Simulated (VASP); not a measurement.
# AlP (l.bB) (F-43m) in VASP: a series of runs

The runs below take AlP (l.bB) through single point, with LDA.

Program: VASP 6.6.1. These are calculated values, not measurements. Logs are shortened: lines on timing, memory, paths and dates and some standing lists are left out, and cuts for length are marked.

## (1) The cell of the first run

Symmetry: F-43m, No. 216, cubic system. The conventional cell has a = 5.470 Å, b = 5.470 Å, c = 5.470 Å, α = 90.00°, β = 90.00°, γ = 90.00°. Al (site symmetry -43m) has 4 P at 2.37 Å within 3.1 Å. Within 3.1 Å of P (site symmetry -43m) lie 4 Al at 2.37 Å.

## (2) Single point, LDA

Contents of INCAR:

```
PREC     = Accurate       # precision mode
ENCUT    = 500            # plane-wave cutoff, eV
EDIFF    = 1E-6           # SCF threshold, eV
ISMEAR   = 0              # smearing method
SIGMA    = 0.1            # smearing width, eV
LREAL    = False          # projectors in reciprocal space
LASPH    = True           # aspherical terms in the spheres
NELM     = 120            # most SCF steps
ALGO     = Normal         # electronic algorithm
ISIF     = 2              # what is computed and relaxed
LWAVE    = False          # write WAVECAR
LCHARG   = False          # write CHGCAR
GGA      = CA             # functional
NBANDS   = 11             # bands
GGA_COMPAT= False
```

Contents of KPOINTS:

```
Automatic mesh
0
Gamma
  6 6 6
```

Contents of POSCAR:

```
AlP
1.0
    0.0000000000      2.7350000000      2.7350000000
    2.7350000000      0.0000000000      2.7350000000
    2.7350000000      2.7350000000      0.0000000000
Al P
1 1
Direct
    0.0000000000      0.0000000000      0.0000000000
    0.2500000000      0.2500000000      0.2500000000
```

Potentials or basis: VASP PAW LDA potentials, release 64 (Al, P).

Run with:

```
$ cat potpaw_LDA.64/Al/POTCAR potpaw_LDA.64/P/POTCAR > POTCAR
$ mpirun -np 1 vasp_std > vasp.out
```

OUTCAR:

```text
PREC = Accurate
   ENCUT = 500
   EDIFF = 1E-6
   ISMEAR = 0
   LREAL = False
   LASPH = True
   NELM = 120
   ISIF = 2
   GGA = CA

 ion  position               nearest neighbor table
   1  0.000  0.000  0.000-   2 2.37   2 2.37   2 2.37   2 2.37
   2  0.250  0.250  0.250-   1 2.37   1 2.37   1 2.37   1 2.37

  LATTYP: Found a face centered cubic cell.
 ALAT       =     5.4700000000

  Lattice vectors:

 A1 = (   0.0000000000,   2.7350000000,   2.7350000000)
 A2 = (   2.7350000000,   0.0000000000,   2.7350000000)
 A3 = (   2.7350000000,   2.7350000000,   0.0000000000)

Analysis of symmetry for initial positions (statically):
=====================================================================
 Subroutine PRICEL returns:
 Original cell was already a primitive cell.

 Routine SETGRP: Setting up the symmetry group for a
 face centered cubic supercell.

 Subroutine GETGRP returns: Found 24 space group operations
 (whereof 24 operations were pure point group operations)
 out of a pool of 48 trial point group operations.

The static configuration has the point symmetry T_d .

Analysis of symmetry for dynamics (positions and initial velocities):
=====================================================================
 Subroutine PRICEL returns:
 Original cell was already a primitive cell.

 Routine SETGRP: Setting up the symmetry group for a
 face centered cubic supercell.

 Subroutine GETGRP returns: Found 24 space group operations
 (whereof 24 operations were pure point group operations)
 out of a pool of 48 trial point group operations.

The dynamic configuration has the point symmetry T_d .

 Subroutine INISYM returns: Found 24 space group operations
 (whereof 24 operations are pure point group operations),
 and found     1 'primitive' translations

----------------------------------------------------------------------------------------

                                     Primitive cell

  volume of cell :      40.9168

  direct lattice vectors                    reciprocal lattice vectors
     0.000000000  2.735000000  2.735000000    -0.182815356  0.182815356  0.182815356
     2.735000000  0.000000000  2.735000000     0.182815356 -0.182815356  0.182815356
     2.735000000  2.735000000  0.000000000     0.182815356  0.182815356 -0.182815356

  length of vectors
     3.867874093  3.867874093  3.867874093     0.316645486  0.316645486  0.316645486

  position of ions in fractional coordinates (direct lattice)
     0.000000000  0.000000000  0.000000000
     0.250000000  0.250000000  0.250000000

  ion indices of the primitive-cell ions
   primitive index   ion index
                 1           1
                 2           2

----------------------------------------------------------------------------------------

 KPOINTS: Automatic mesh

Automatic generation of k-mesh.
 Grid dimensions read from file:
 generate k-points for:    6    6    6

 Generating k-lattice:

  Cartesian coordinates                     Fractional coordinates (reciprocal lattice)
    -0.030469226  0.030469226  0.030469226     0.166666667  0.000000000  0.000000000
     0.030469226 -0.030469226  0.030469226     0.000000000  0.166666667  0.000000000
     0.030469226  0.030469226 -0.030469226     0.000000000  0.000000000  0.166666667

  Length of vectors
     0.052774248  0.052774248  0.052774248

  Shift w.r.t. Gamma in fractional coordinates (k-lattice)
     0.000000000  0.000000000  0.000000000

 Subroutine IBZKPT returns following result:
 ===========================================

 Found     16 irreducible k-points:

 Following reciprocal coordinates:
            Coordinates               Weight
  0.000000  0.000000  0.000000      1.000000
  0.166667  0.000000  0.000000      8.000000
  0.333333  0.000000  0.000000      8.000000
  0.500000  0.000000  0.000000      4.000000
  0.166667  0.166667  0.000000      6.000000
  0.333333  0.166667  0.000000     24.000000
[... 8 lines left out ...]
 -0.333333  0.333333  0.166667     24.000000
 -0.333333  0.500000  0.166667     12.000000
   k-points           NKPTS =     16   k-points in BZ     NKDIM =     16   number of bands    NBANDS=     11
   number of dos      NEDOS =    301   number of ions     NIONS =      2
   total plane-waves  NPLWV =  21952
   dimension x,y,z NGX =    28 NGY =   28 NGZ =   28
   dimension x,y,z NGXF=    56 NGYF=   56 NGZF=   56
   ions per type =               1   1
   NGX,Y,Z   is equivalent  to a cutoff of  12.03, 12.03, 12.03 a.u.
   NGXF,Y,Z  is equivalent  to a cutoff of  24.07, 24.07, 24.07 a.u.
 SYSTEM =  unknown system
   PREC   = accura    normal or accurate (medium, high low for compatibility)
   ISTART =      0    job   : 0-new  1-cont  2-samecut
   ICHARG =      2    charge: 1-file 2-atom 10-const
   ISPIN  =      1    spin polarized calculation?
   LNONCOLLINEAR =      F non collinear calculations
   LSORBIT =      F    spin-orbit coupling
   LASPH  =      T    aspherical Exc in radial PAW
   ENCUT  =  500.0 eV  36.75 Ry    6.06 a.u.   7.05  7.05  7.05*2*pi/ulx,y,z
   NELM   =    120;   NELMIN=  2; NELMDL= -5     # of ELM steps
   EDIFF  = 0.1E-05   stopping-criterion for ELM
   LREAL  =      F    real-space projection
   EDIFFG = 0.1E-04   stopping-criterion for IOM
   NSW    =      0    number of steps for IOM
   IBRION =     -1    ionic relax: 0-MD 1-quasi-New 2-CG
   NFREE  =      0    steps in history (QN), initial steepest desc. (CG)
   ISIF   =      2    stress and relaxation
   ISYM   =      2    0-nonsym 1-usesym 2-fastsym
   POTIM  = 0.5000    time-step for ionic-motion
   TEBEG  =    0.0;   TEEND  =   0.0 temperature during run
   PSTRESS=    0.0 pullay stress
   NELECT =       8.0000    total number of electrons
   NUPDOWN=      -1.0000    fix difference up-down
   EMIN   =  10.00;   EMAX   =-10.00  energy-range for DOS
   EFERMI =   0.00;   METHOD = LEGACY
   ISMEAR =     0;   SIGMA  =   0.10  broadening in eV -4-tet -1-fermi 0-gaus
   EFERMI_NEDOS =   21; number of points for ismear=-14 and -15
   IALGO  =     38    algorithm
   IMIX   =      4    mixing-type and parameters
     AMIX     =   0.40;   BMIX     =  1.00
     AMIX_MAG =   1.60;   BMIX_MAG =  1.00
  volume/ion in A,a.u.               =      20.46       138.06
  Fermi-wavevector in a.u.,A,eV,Ry     =   0.950176  1.795573 12.283814  0.902835
  Thomas-Fermi vector in A             =   2.078528
   LORBIT       =      0    0 simple, 1 ext, 2 COOP (PROOUT), +10 PAW based schemes
   GGA     = CA    functional components
   LHFCALC =     F    Hartree Fock is set to
   AEXX    =    0.0000 exact exchange contribution
   IVDW    =     0    specifies the selected vdW correction
   LEPSILON=     F    determine dielectric tensor
   LRPA    =     F    only Hartree local field effects (RPA)
 non-spin polarized calculation
 Gauss-broadening in eV      SIGMA  =   0.10
  energy-cutoff  :      500.00
  volume of cell :       40.92
 maximum number of plane-waves:      1056
   NGX = 15   NGY = 15   NGZ = 15

 number of electron       8.0000000 magnetization

 Free energy of the ion-electron system (eV)
  ---------------------------------------------------
  ext. energy  EPLUGINS =         0.00000000
  ---------------------------------------------------
  free energy    TOTEN  =       -11.39976040 eV

  energy without entropy =      -11.39976040  energy(sigma->0) =      -11.39976040

 E-fermi :   4.8309     XC(G=0):  -9.4273

 val. band max:        4.4048470413   @ k =   0.0000   0.0000   0.0000
 cond. band min:       5.8525152802   @ k =   0.5000   0.5000   0.0000
 fundamental gap:      1.4476682389
 Fermi energy:         4.8309324324

 k-point     1 :       0.0000    0.0000    0.0000
  band No.  band energies     occupation
      1      -7.0701      2.00000
      2       4.4048      2.00000
      3       4.4048      2.00000
      4       4.4048      2.00000
      5       7.4750      0.00000
      6       8.8661      0.00000
      7       8.8661      0.00000
      8       8.8661      0.00000
      9      13.2084      0.00000
     10      13.2084      0.00000
     11      14.3432      0.00000

 k-point     2 :       0.1667    0.0000    0.0000
  band No.  band energies     occupation
      1      -6.7671      2.00000
      2       2.5069      2.00000
      3       4.1607      2.00000
      4       4.1607      2.00000
      5       7.8575      0.00000
      6       9.2999      0.00000
      7       9.2999      0.00000
      8       9.9016      0.00000
      9      12.5392      0.00000
     10      12.5392      0.00000
     11      14.9850      0.00000

 k-point     3 :       0.3333    0.0000    0.0000
  band No.  band energies     occupation
      1      -5.9762      2.00000
      2       0.0397      2.00000
      3       3.7887      2.00000
      4       3.7887      2.00000
      5       7.2874      0.00000
      6       9.3570      0.00000
      7       9.3570      0.00000
      8      12.1308      0.00000
      9      13.4520      0.00000
     10      13.4520      0.00000
     11      14.4646      0.00000

 k-point     4 :       0.5000    0.0000    0.0000
  band No.  band energies     occupation
      1      -5.3853      2.00000
      2      -1.1545      2.00000
      3       3.6393      2.00000
      4       3.6393      2.00000
      5       7.0477      0.00000
      6       9.1309      0.00000
      7       9.1309      0.00000
      8      12.4535      0.00000
      9      15.8904      0.00000
     10      15.8904      0.00000
     11      15.9384      0.00000

 k-point     5 :       0.1667    0.1667    0.0000
  band No.  band energies     occupation
      1      -6.6648      2.00000
      2       2.6782      2.00000
      3       3.6537      2.00000
      4       3.6537      2.00000
      5       7.8719      0.00000
      6       8.9137      0.00000
      7      10.1639      0.00000
      8      10.1639      0.00000
      9      11.4028      0.00000
     10      13.7327      0.00000
     11      16.1613      0.00000
[... 99 lines left out ...]
 k-point    13 :       0.5000    0.5000    0.0000
  band No.  band energies     occupation
      1      -4.7199      2.00000
      2      -0.9326      2.00000
      3       2.2950      2.00000
      4       2.2950      2.00000
      5       5.8525      0.00000
      6       6.7334      0.00000
      7      15.2425      0.00000
      8      15.2425      0.00000
      9      16.1679      0.00000
     10      16.4299      0.00000
     11      16.4299      0.00000

 k-point    14 :       0.5000    0.3333    0.1667
  band No.  band energies     occupation
      1      -5.3491      2.00000
      2      -0.0446      2.00000
      3       1.7079      2.00000
      4       2.8015      2.00000
      5       8.1446      0.00000
      6       9.1138      0.00000
      7       9.7717      0.00000
      8      12.4924      0.00000
      9      13.6271      0.00000
     10      15.7108      0.00000
     11      17.6420      0.00000

 k-point    15 :      -0.3333    0.3333    0.1667
  band No.  band energies     occupation
      1      -4.8850      2.00000
      2      -0.6141      2.00000
      3       1.2509      2.00000
      4       2.4070      2.00000
      5       8.3434      0.00000
      6       9.2405      0.00000
      7      11.1625      0.00000
      8      11.9342      0.00000
      9      13.1347      0.00000
     10      16.1669      0.00000
     11      17.1902      0.00000

 k-point    16 :      -0.3333    0.5000    0.1667
  band No.  band energies     occupation
      1      -4.6822      2.00000
      2      -0.6655      2.00000
      3       1.4754      2.00000
      4       1.7156      2.00000
      5       7.6066      0.00000
      6       8.5903      0.00000
      7      11.9133      0.00000
      8      12.2721      0.00000
      9      15.4273      0.00000
     10      16.2786      0.00000
     11      17.4676      0.00000

------------------------ aborting loop because EDIFF is reached ----------------------------------------

  FORCE on cell =-STRESS in cart. coord.  units (eV):
  Direction    XX          YY          ZZ          XY          YZ          ZX
  --------------------------------------------------------------------------------------
  -------------------------------------------------------------------------------------
  Total       -0.4177858     -0.4177858     -0.4177858     -0.0000000     -0.0000000      0.0000000
  in kB      -16.3592090    -16.3592090    -16.3592090     -0.0000000     -0.0000000      0.0000000
  external PRESSURE =     -16.3592090 kB  Pullay stress =       0.0000000 kB

 VOLUME and BASIS-vectors are now :
 -----------------------------------------------------------------------------
  energy-cutoff  :      500.00
  volume of cell :       40.92
      direct lattice vectors                 reciprocal lattice vectors
     0.000000000  2.735000000  2.735000000    -0.182815356  0.182815356  0.182815356
     2.735000000  0.000000000  2.735000000     0.182815356 -0.182815356  0.182815356
     2.735000000  2.735000000  0.000000000     0.182815356  0.182815356 -0.182815356

 POSITION                                       TOTAL-FORCE (eV/Angst)
 -----------------------------------------------------------------------------------
      0.00000      0.00000      0.00000        -0.000000     -0.000000     -0.000000
      1.36750      1.36750      1.36750         0.000000      0.000000      0.000000
 -----------------------------------------------------------------------------------
    total drift:                               -0.000000     -0.000000      0.000000

  FREE ENERGIE OF THE ION-ELECTRON SYSTEM (eV)
  ---------------------------------------------------
  free  energy   TOTEN  =       -11.3997603961 eV

  energy  without entropy=      -11.3997603961  energy(sigma->0) =      -11.39976040
```

Wall time 10 s (1 thread of Intel Xeon 8259CL, shared host); peak memory 0.13 GiB.

Results:

```yaml
Free_energy: -11.3998 eV
Pressure: -1.6 GPa
Band_gap_on_the_k_mesh: 1.45 eV, indirect (least direct gap 3.07 eV)
```

## (3) Single point, LDA

This run uses another cell than the first one, of 20.05 Å³/atom, 0.980 times its volume.

Contents of INCAR:

```
  ALGO = Normal
  EDIFF = 1E-6
  ENCUT = 500
  GGA = CA
  GGA_COMPAT = False
  ISIF = 2
  ISMEAR = 0
  LASPH = True
  LCHARG = True
  LELF = True
  LREAL = False
  LVHAR = True
  LWAVE = False
  NBANDS = 11
  NELM = 120
  PREC = Accurate
  SIGMA = 0.02
```

Contents of KPOINTS:

```
k-points
0
Gamma
  8 8 8
```

Contents of POSCAR:

```
AlP
1.0
    0.0000000000      2.7168541470      2.7168541470
    2.7168541470      0.0000000000      2.7168541470
    2.7168541470      2.7168541470      0.0000000000
Al P
1 1
Direct
    0.0000000000      0.0000000000      0.0000000000
    0.2500000000      0.2500000000      0.2500000000
```

Potentials or basis: VASP PAW LDA potentials, release 64 (Al, P).

Run with:

```
$ cat potpaw_LDA.64/Al/POTCAR potpaw_LDA.64/P/POTCAR > POTCAR
$ mpirun -np 1 vasp_std > vasp.out
```

Run time: 16 s. Hardware: 1 thread of Intel Xeon 8259CL, shared host; peak memory 0.13 GiB.

It converged, with:

```
Free energy            : -11.4122 eV
Pressure               : 0.1 GPa
Band gap on the k mesh : 1.41 eV, indirect (least direct gap 3.24 eV)
```

Levels at points of the mesh, in eV from the valence-band top:
```tsv
k point	band 2	band 3	band 4	band 5	band 6	band 7
(0.00, 0.00, 0.00)	0.00	0.00	0.00	3.24	4.49	4.49
(0.50, 0.00, 0.00)	-5.65	-0.78	-0.78	2.72	4.74	4.74
(0.50, 0.50, 0.00)	-5.40	-2.15	-2.15	1.41	2.33	11.01
```

A k mesh can miss the band edges. Expect the measured gap to be larger: semilocal functionals such as LDA lack the derivative discontinuity.

## (4) Single point, LDA

This run uses another cell than the first one, of 20.05 Å³/atom, 0.980 times its volume.

Contents of INCAR:

```
SYSTEM = AlP
PREC     = Accurate       ! precision mode
ENCUT    = 500            ! plane-wave cutoff, eV
EDIFF    = 1E-6           ! SCF threshold, eV
ISMEAR   = 0              ! smearing method
SIGMA    = 0.02           ! smearing width, eV
LREAL    = .FALSE.        ! projectors in reciprocal space
LASPH    = .TRUE.         ! aspherical terms in the spheres
NELM     = 120            ! most SCF steps
ALGO     = Normal         ! electronic algorithm
ISIF     = 2              ! what is computed and relaxed
LWAVE    = .FALSE.        ! write WAVECAR
LCHARG   = .TRUE.         ! write CHGCAR
LELF     = .TRUE.         ! ELF
LVHAR    = .TRUE.       
NBANDS   = 11             ! bands
GGA_COMPAT= .FALSE.
```

Contents of KPOINTS:

```
regular mesh
0
G
  10 10 10
  0 0 0
```

POSCAR is that of step 3.

Run with:

```
$ cat potpaw_LDA.64/Al/POTCAR potpaw_LDA.64/P/POTCAR > POTCAR
$ mpirun -np 1 vasp_std > vasp.out
```

Wall time 21 s (1 thread of Intel Xeon 8259CL, shared host); peak memory 0.14 GiB.

It converged, with:

- Free energy: -11.4132 eV
- Pressure: 0.1 GPa
- Band gap on the k mesh: 1.41 eV, indirect (least direct gap 3.24 eV)

Levels at points of the mesh, in eV from the valence-band top:
| k point | band 2 | band 3 | band 4 | band 5 | band 6 | band 7 |
| --- | --- | --- | --- | --- | --- | --- |
| (0.00, 0.00, 0.00) | 0.00 | 0.00 | 0.00 | 3.24 | 4.49 | 4.49 |
| (0.50, 0.00, 0.00) | -5.65 | -0.78 | -0.78 | 2.72 | 4.74 | 4.74 |
| (0.50, 0.50, 0.00) | -5.40 | -2.15 | -2.15 | 1.41 | 2.33 | 11.01 |

A k mesh can miss the band edges.

## (5) The runs side by side

```tsv
cell	k mesh	smearing	gap on the mesh (eV)	pressure (GPa)
a = 3.868 Å, angles 60.0°, 2 atoms	6 × 6 × 6	gaussian 0.1 eV	1.45	-1.6
a = 3.842 Å, angles 60.0°, 2 atoms	8 × 8 × 8	gaussian 0.02 eV	1.41	0.1
a = 3.842 Å, angles 60.0°, 2 atoms	10 × 10 × 10	gaussian 0.02 eV	1.41	0.1
```

Alike in all rows: task single point; level LDA; potentials or basis VASP PAW LDA potentials, release 64 (Al, P); no spin polarisation; cutoff (eV) 500.

Absolute energies hang on the potentials; compare differences alone.
